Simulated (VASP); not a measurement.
# Ta (I4/mmm) in VASP: a series of runs

The runs below take Ta through single point, with PBE.

Everything below comes from runs of VASP 6.6.1. Logs are shortened: lines on timing, memory, paths and dates and some standing lists are left out, and cuts for length are marked.

## 1. The cell of the first run

Symmetry: I4/mmm, No. 139, tetragonal system. Conventional cell: a = 3.044 Å, b = 3.044 Å, c = 4.104 Å, α = 90.00°, β = 90.00°, γ = 90.00°. Within 3.9 Å of Ta (site symmetry 4/mmm) lie 12 Ta at 2.97 to 3.04 Å.

## 2. Single point, PBE (volume 19.011 Å^3 an atom, c/a of the conventional cell 1.3484)

File INCAR:

```
PREC = Accurate
ENCUT = 520
EDIFF = 1E-6
ISMEAR = 0
SIGMA = 0.15
LREAL = False
LASPH = True
NELM = 80
ALGO = Fast
ISIF = 2
LWAVE = False
LCHARG = False
GGA = PE
NBANDS = 12
```

File KPOINTS:

```
regular mesh
0
Gamma
  20 20 20
```

File POSCAR:

```
Ta
1.0
   -1.5218624759      1.5218624759      2.0520793624
    1.5218624759     -1.5218624759      2.0520793624
    1.5218624759      1.5218624759     -2.0520793624
Ta
1
Direct
    0.0000000000      0.0000000000      0.0000000000
```

Potentials or basis: VASP PAW PBE potentials, release 64 (Ta_pv).

The run is started by

```sh
cat potpaw_PBE.64/Ta_pv/POTCAR > POTCAR
mpirun -np 1 vasp_std > vasp.out
```

OUTCAR:

```text
PREC = Accurate
   ENCUT = 520
   EDIFF = 1E-6
   ISMEAR = 0
   LREAL = False
   LASPH = True
   NELM = 80
   ISIF = 2
   GGA = PE

 ion  position               nearest neighbor table
   1  0.000  0.000  0.000-

  LATTYP: Found a body centered tetragonal cell.
 ALAT       =     3.0437249518
 C/A-ratio  =     1.3483999999

  Lattice vectors:

 A1 = (  -1.5218624759,   1.5218624759,   2.0520793624)
 A2 = (   1.5218624759,  -1.5218624759,   2.0520793624)
 A3 = (   1.5218624759,   1.5218624759,  -2.0520793624)

Analysis of symmetry for initial positions (statically):
=====================================================================
 Subroutine PRICEL returns:
 Original cell was already a primitive cell.

 Routine SETGRP: Setting up the symmetry group for a
 body centered tetragonal supercell.

 Subroutine GETGRP returns: Found 16 space group operations
 (whereof 16 operations were pure point group operations)
 out of a pool of 16 trial point group operations.

The static configuration has the point symmetry D_4h.

Analysis of symmetry for dynamics (positions and initial velocities):
=====================================================================
 Subroutine PRICEL returns:
 Original cell was already a primitive cell.

 Routine SETGRP: Setting up the symmetry group for a
 body centered tetragonal supercell.

 Subroutine GETGRP returns: Found 16 space group operations
 (whereof 16 operations were pure point group operations)
 out of a pool of 16 trial point group operations.

The dynamic configuration has the point symmetry D_4h.

 Subroutine INISYM returns: Found 16 space group operations
 (whereof 16 operations are pure point group operations),
 and found     1 'primitive' translations

----------------------------------------------------------------------------------------

                                     Primitive cell

  volume of cell :      19.0110

  direct lattice vectors                    reciprocal lattice vectors
    -1.521862476  1.521862476  2.052079362     0.000000000  0.328544798  0.243655294
     1.521862476 -1.521862476  2.052079362     0.328544798  0.000000000  0.243655294
     1.521862476  1.521862476 -2.052079362     0.328544798  0.328544798  0.000000000

  length of vectors
     2.973745198  2.973745198  2.973745198     0.409034945  0.409034945  0.464632509

  position of ions in fractional coordinates (direct lattice)
     0.000000000  0.000000000  0.000000000
[... 78 lines left out ...]
   EDIFFG = 0.1E-04   stopping-criterion for IOM
   NSW    =      0    number of steps for IOM
   IBRION =     -1    ionic relax: 0-MD 1-quasi-New 2-CG
   NFREE  =      0    steps in history (QN), initial steepest desc. (CG)
   ISIF   =      2    stress and relaxation
   ISYM   =      2    0-nonsym 1-usesym 2-fastsym
   POTIM  = 0.5000    time-step for ionic-motion
   TEBEG  =    0.0;   TEEND  =   0.0 temperature during run
   PSTRESS=    0.0 pullay stress
   NELECT =      11.0000    total number of electrons
   NUPDOWN=      -1.0000    fix difference up-down
   EMIN   =  10.00;   EMAX   =-10.00  energy-range for DOS
   EFERMI =   0.00;   METHOD = LEGACY
   ISMEAR =     0;   SIGMA  =   0.15  broadening in eV -4-tet -1-fermi 0-gaus
   EFERMI_NEDOS =   21; number of points for ismear=-14 and -15
   IALGO  =     68    algorithm
   IMIX   =      4    mixing-type and parameters
     AMIX     =   0.40;   BMIX     =  1.00
     AMIX_MAG =   1.60;   BMIX_MAG =  1.00
  volume/ion in A,a.u.               =      19.01       128.29
  Fermi-wavevector in a.u.,A,eV,Ry     =   1.364177  2.577921 25.320157  1.860979
  Thomas-Fermi vector in A             =   2.490516
   LORBIT       =      0    0 simple, 1 ext, 2 COOP (PROOUT), +10 PAW based schemes
   GGA     = PE    functional components
   LHFCALC =     F    Hartree Fock is set to
   AEXX    =    0.0000 exact exchange contribution
   IVDW    =     0    specifies the selected vdW correction
   LEPSILON=     F    determine dielectric tensor
   LRPA    =     F    only Hartree local field effects (RPA)
 non-spin polarized calculation
 RMM-DIIS sequential band-by-band and
 Gauss-broadening in eV      SIGMA  =   0.15
  energy-cutoff  :      520.00
  volume of cell :       19.01
 maximum number of plane-waves:       535
 NGX is ok and might be reduce to    24
   NGX = 11   NGY = 11   NGZ = 11

 number of electron      11.0000002 magnetization

 Free energy of the ion-electron system (eV)
  ---------------------------------------------------
  ext. energy  EPLUGINS =         0.00000000
  ---------------------------------------------------
  free energy    TOTEN  =       -11.59143260 eV

  energy without entropy =      -11.57642889  energy(sigma->0) =      -11.58393075

 E-fermi :   5.4067     XC(G=0): -12.3467

 val. band max:        5.4059582221   @ k =  -0.3500   0.1500   0.1000
 cond. band min:       5.4111448814   @ k =  -0.2500   0.4000   0.2500
 fundamental gap:      0.0051866593
 Fermi energy:         5.4066849629

 k-point     1 :       0.0000    0.0000    0.0000
  band No.  band energies     occupation
      1     -28.2499      2.00000
      2     -28.2437      2.00000
      3     -28.2437      2.00000
      4      -2.6519      2.00000
      5       5.6938      0.00680
      6       5.6938      0.00680
      7       6.2886      0.00000
      8       8.3937      0.00000
      9       9.2014      0.00000
     10      17.8824      0.00000
     11      22.1827      0.00000
     12      22.1833      0.00000
[... 331 lines left out ...]
 k-point    24 :      -0.3500    0.0500    0.0000
  band No.  band energies     occupation
      1     -28.9823      2.00000
      2     -28.3711      2.00000
      3     -28.3357      2.00000
      4       0.3992      2.00000
      5       4.7822      2.00000
      6       5.6248      0.03972
      7       6.3943      0.00000
      8       9.5052      0.00000
      9      10.0743      0.00000
     10      16.8697      0.00000
     11      19.5166      0.00000
     12      20.0899      0.00000

 [... further k-points ...]
[... 5 lines left out ...]
  --------------------------------------------------------------------------------------
  -------------------------------------------------------------------------------------
  Total        0.0040394      0.0040394     -0.7791509      0.0000000      0.0000000     -0.0000000
  in kB        0.3404287      0.3404287    -65.6639806      0.0000000      0.0000000     -0.0000000
  external PRESSURE =     -21.6610410 kB  Pullay stress =       0.0000000 kB

 VOLUME and BASIS-vectors are now :
 -----------------------------------------------------------------------------
  energy-cutoff  :      520.00
  volume of cell :       19.01
      direct lattice vectors                 reciprocal lattice vectors
    -1.521862476  1.521862476  2.052079362     0.000000000  0.328544798  0.243655294
     1.521862476 -1.521862476  2.052079362     0.328544798  0.000000000  0.243655294
     1.521862476  1.521862476 -2.052079362     0.328544798  0.328544798  0.000000000

 POSITION                                       TOTAL-FORCE (eV/Angst)
 -----------------------------------------------------------------------------------
      0.00000      0.00000      0.00000         0.000000      0.000000      0.000000
 -----------------------------------------------------------------------------------
    total drift:                                0.000000      0.000000     -0.000000

  FREE ENERGIE OF THE ION-ELECTRON SYSTEM (eV)
  ---------------------------------------------------
  free  energy   TOTEN  =       -11.5914325995 eV

  energy  without entropy=      -11.5764288915  energy(sigma->0) =      -11.58393075
```

OSZICAR:

```text
N       E                     dE             d eps       ncg     rms          rms(c)
DAV:   1     0.609389955039E+02    0.60939E+02   -0.61192E+03 15432   0.866E+02
DAV:   2    -0.110706514594E+02   -0.72010E+02   -0.70278E+02 17160   0.242E+02
DAV:   3    -0.121029357507E+02   -0.10323E+01   -0.10223E+01 18704   0.274E+01
DAV:   4    -0.121059867851E+02   -0.30510E-02   -0.30505E-02 17072   0.165E+00
DAV:   5    -0.121059984493E+02   -0.11664E-04   -0.11664E-04 18780   0.971E-02    0.121E+01
RMM:   6    -0.117117129851E+02    0.39429E+00   -0.27051E-01 16374   0.438E+00    0.575E+00
RMM:   7    -0.115918420722E+02    0.11987E+00   -0.28742E-01 17062   0.440E+00    0.392E-01
RMM:   8    -0.115913376773E+02    0.50439E-03   -0.12262E-02 18727   0.100E+00    0.278E-01
RMM:   9    -0.115914529181E+02   -0.11524E-03   -0.18602E-03 19370   0.376E-01    0.653E-02
RMM:  10    -0.115914291892E+02    0.23729E-04   -0.28197E-04 20244   0.134E-01    0.156E-02
RMM:  11    -0.115914316917E+02   -0.25024E-05   -0.59247E-05 20222   0.554E-02    0.579E-03
RMM:  12    -0.115914325995E+02   -0.90783E-06   -0.81759E-06 18012   0.183E-02
   1 F= -.11591433E+02 E0= -.11583931E+02  d E =-.150037E-01
```

stdout:

```text
POSCAR found type information on POSCAR Ta
 POSCAR found :  1 types and       1 ions
 scaLAPACK will be used
 LDA part: xc-table for (Slater+PW92), standard interpolation
 POSCAR, INCAR and KPOINTS ok, starting setup
 FFT: planning ... GRIDC
 FFT: planning ... GRID_SOFT
 FFT: planning ... GRID
 WAVECAR not read
 entering main loop
```

Run time: 68 s. Hardware: 1 thread of Intel Xeon 6975P-C, shared host; peak memory 0.26 GiB.

What came out:

```yaml
Free_energy: -11.5914 eV
Pressure: -2.2 GPa
```

Caveat: spin-orbit coupling is left out, which moves the levels of the heavy elements.

## 3. Single point, PBE (volume 19.377 Å^3 an atom, c/a of the conventional cell 1.6133)

File INCAR:

```
SYSTEM = Ta
ALGO = Fast
EDIFF = 1E-6
ENCUT = 520
GGA = PE
ISIF = 2
ISMEAR = 0
LASPH = .True.
LCHARG = .True.
LELF = .True.
LREAL = .False.
LVHAR = .True.
LWAVE = .False.
NBANDS = 12
NELM = 100
PREC = Accurate
SIGMA = 0.15
```

File KPOINTS:

```
k-points
0
Gamma
  20 20 20
  0 0 0
```

File POSCAR:

```
Ta
1.0
   -1.4426815287      1.4426815287      2.3274781103
    1.4426815287     -1.4426815287      2.3274781103
    1.4426815287      1.4426815287     -2.3274781103
Ta
1
Direct
    0.0000000000      0.0000000000      0.0000000000
```

Potentials or basis: VASP PAW PBE potentials, release 64 (Ta_pv).

The run is started by

```sh
cat potpaw_PBE.64/Ta_pv/POTCAR > POTCAR
mpirun -np 1 vasp_std > vasp.out
```

OUTCAR:

```text
SYSTEM = Ta
   EDIFF = 1E-6
   ENCUT = 520
   GGA = PE
   ISIF = 2
   ISMEAR = 0
   LASPH = .True.
   LREAL = .False.
   NELM = 100
   PREC = Accurate

 ion  position               nearest neighbor table
   1  0.000  0.000  0.000-

  LATTYP: Found a body centered tetragonal cell.
 ALAT       =     2.8853630574
 C/A-ratio  =     1.6133000000

  Lattice vectors:

 A1 = (  -1.4426815287,   1.4426815287,   2.3274781103)
 A2 = (   1.4426815287,  -1.4426815287,   2.3274781103)
 A3 = (   1.4426815287,   1.4426815287,  -2.3274781103)

Analysis of symmetry for initial positions (statically):
=====================================================================
 Subroutine PRICEL returns:
 Original cell was already a primitive cell.

 Routine SETGRP: Setting up the symmetry group for a
 body centered tetragonal supercell.

 Subroutine GETGRP returns: Found 16 space group operations
 (whereof 16 operations were pure point group operations)
 out of a pool of 16 trial point group operations.

The static configuration has the point symmetry D_4h.

Analysis of symmetry for dynamics (positions and initial velocities):
=====================================================================
 Subroutine PRICEL returns:
 Original cell was already a primitive cell.

 Routine SETGRP: Setting up the symmetry group for a
 body centered tetragonal supercell.

 Subroutine GETGRP returns: Found 16 space group operations
 (whereof 16 operations were pure point group operations)
 out of a pool of 16 trial point group operations.

The dynamic configuration has the point symmetry D_4h.

 Subroutine INISYM returns: Found 16 space group operations
 (whereof 16 operations are pure point group operations),
 and found     1 'primitive' translations

----------------------------------------------------------------------------------------

                                     Primitive cell

[... 110 lines left out ...]
  Fermi-wavevector in a.u.,A,eV,Ry     =   1.355533  2.561587 25.000307  1.837471
  Thomas-Fermi vector in A             =   2.482613
   LORBIT       =      0    0 simple, 1 ext, 2 COOP (PROOUT), +10 PAW based schemes
   GGA     = PE    functional components
   LHFCALC =     F    Hartree Fock is set to
   AEXX    =    0.0000 exact exchange contribution
   IVDW    =     0    specifies the selected vdW correction
   LEPSILON=     F    determine dielectric tensor
   LRPA    =     F    only Hartree local field effects (RPA)
 non-spin polarized calculation
 RMM-DIIS sequential band-by-band and
 Gauss-broadening in eV      SIGMA  =   0.15
  energy-cutoff  :      520.00
  volume of cell :       19.38
 maximum number of plane-waves:       541
   NGX = 11   NGY = 11   NGZ = 11

 number of electron      11.0000000 magnetization

 Free energy of the ion-electron system (eV)
  ---------------------------------------------------
  ext. energy  EPLUGINS =         0.00000000
  ---------------------------------------------------
  free energy    TOTEN  =       -11.62289852 eV

  energy without entropy =      -11.60735909  energy(sigma->0) =      -11.61512881

 E-fermi :   5.1821     XC(G=0): -12.2452

 val. band max:        5.1818701845   @ k =  -0.3500   0.0500   0.0000
 cond. band min:       5.1836767113   @ k =  -0.2000  -0.4500   0.0500
 fundamental gap:      0.0018065268
 Fermi energy:         5.1820508921

 k-point     1 :       0.0000    0.0000    0.0000
  band No.  band energies     occupation
      1     -28.4985      2.00000
      2     -28.4183      2.00000
      3     -28.4183      2.00000
      4      -2.7178      2.00000
      5       4.6852      2.00000
      6       6.4262      0.00000
      7       6.4262      0.00000
      8       7.2043      0.00000
      9       9.7516      0.00000
     10      17.8812      0.00000
     11      19.3456      0.00000
     12      20.1545      0.00000
[... 331 lines left out ...]
 k-point    24 :      -0.3500    0.0500    0.0000
  band No.  band energies     occupation
      1     -29.1769      2.00000
      2     -28.6280      2.00000
      3     -28.4607      2.00000
      4       0.3627      2.00000
      5       4.5847      2.00000
      6       5.1819      1.00136
      7       6.6889      0.00000
      8       9.2594      0.00000
      9       9.7892      0.00000
     10      16.6903      0.00000
     11      19.3189      0.00000
     12      19.5078      0.00000

 [... further k-points ...]
[... 5 lines left out ...]
  --------------------------------------------------------------------------------------
  -------------------------------------------------------------------------------------
  Total       -1.0440859     -1.0440859     -0.3359194      0.0000000     -0.0000000      0.0000000
  in kB      -86.3297123    -86.3297123    -27.7753235      0.0000000     -0.0000000      0.0000000
  external PRESSURE =     -66.8115827 kB  Pullay stress =       0.0000000 kB

 VOLUME and BASIS-vectors are now :
 -----------------------------------------------------------------------------
  energy-cutoff  :      520.00
  volume of cell :       19.38
      direct lattice vectors                 reciprocal lattice vectors
    -1.442681529  1.442681529  2.327478110     0.000000000  0.346576836  0.214824792
     1.442681529 -1.442681529  2.327478110     0.346576836  0.000000000  0.214824792
     1.442681529  1.442681529 -2.327478110     0.346576836  0.346576836  0.000000000

 POSITION                                       TOTAL-FORCE (eV/Angst)
 -----------------------------------------------------------------------------------
      0.00000      0.00000      0.00000         0.000000      0.000000      0.000000
 -----------------------------------------------------------------------------------
    total drift:                                0.000000      0.000000      0.000000

  FREE ENERGIE OF THE ION-ELECTRON SYSTEM (eV)
  ---------------------------------------------------
  free  energy   TOTEN  =       -11.6228985247 eV

  energy  without entropy=      -11.6073590932  energy(sigma->0) =      -11.61512881
```

Run time: 66 s. Hardware: 1 thread of Intel Xeon 6975P-C, shared host; peak memory 0.26 GiB.

What came out:

```
Free energy : -11.6229 eV
Pressure    : -6.7 GPa
```

Caveat: spin-orbit coupling is left out, which moves the levels of the heavy elements.

## 4. Single point, PBE (volume 19.377 Å^3 an atom, c/a of the conventional cell 1.2701)

INCAR: that of step 3 with these lines changed.

```diff
@@ -8,6 +8,4 @@
 LASPH = .True.
-LCHARG = .True.
-LELF = .True.
+LCHARG = .False.
 LREAL = .False.
-LVHAR = .True.
 LWAVE = .False.
```

KPOINTS is that of step 3.

File POSCAR:

```
Ta
1.0
   -1.5624143196      1.5624143196      1.9844224274
    1.5624143196     -1.5624143196      1.9844224274
    1.5624143196      1.5624143196     -1.9844224274
Ta
1
Direct
    0.0000000000      0.0000000000      0.0000000000
```

The run is started by

```sh
cat potpaw_PBE.64/Ta_pv/POTCAR > POTCAR
mpirun -np 1 vasp_std > vasp.out
```

It took 81 s on 1 thread of Intel Xeon 6975P-C, shared host; peak memory 0.26 GiB.

It converged, with:

```yaml
Free_energy: -11.6290 eV
Pressure: -6.7 GPa
```

Stress tensor (GPa, compression positive):
```
 -2.81   0.00   0.00
  0.00  -2.81   0.00
  0.00   0.00 -14.61
```

Levels at points of the mesh, in eV from the Fermi level:
```csv
k point,band 1,band 2,band 3,band 4,band 5,band 6,band 7,band 8,band 9,band 10
"(0.00, 0.00, 0.00)",-33.64,-33.63,-33.63,-7.89,0.23,0.23,1.48,2.48,4.11,12.64
"(0.50, 0.00, 0.00)",-34.55,-33.82,-33.69,-4.38,-0.36,0.71,1.16,5.16,6.11,9.78
"(0.50, 0.50, 0.00)",-34.49,-34.00,-33.81,-4.18,-2.90,2.21,5.37,5.62,6.82,10.85
"(0.50, 0.50, 0.50)",-34.49,-34.07,-34.07,-3.98,-3.26,4.15,5.62,6.28,6.28,9.86
```

Caveat: spin-orbit coupling is left out, which moves the levels of the heavy elements.

## 5. The runs side by side

```tsv
cell	gap on the mesh (eV)	pressure (GPa)
a = 2.974 Å, angles 118.4, 118.4, 92.7°, 1 atom	none	-2.2
a = 3.095 Å, angles 124.4, 124.4, 82.5°, 1 atom	none	-6.7
a = 2.970 Å, angles 116.5, 116.5, 96.1°, 1 atom	none	-6.7
```

Alike in all rows: task single point; level PBE; potentials or basis VASP PAW PBE potentials, release 64 (Ta_pv); no spin polarisation; k mesh 20 × 20 × 20; cutoff (eV) 520; smearing gaussian 0.15 eV.

Caveats: spin-orbit coupling is left out, which moves the levels of the heavy elements.

Total energies depend on the potentials used, so only differences within one code and one set of settings carry meaning.
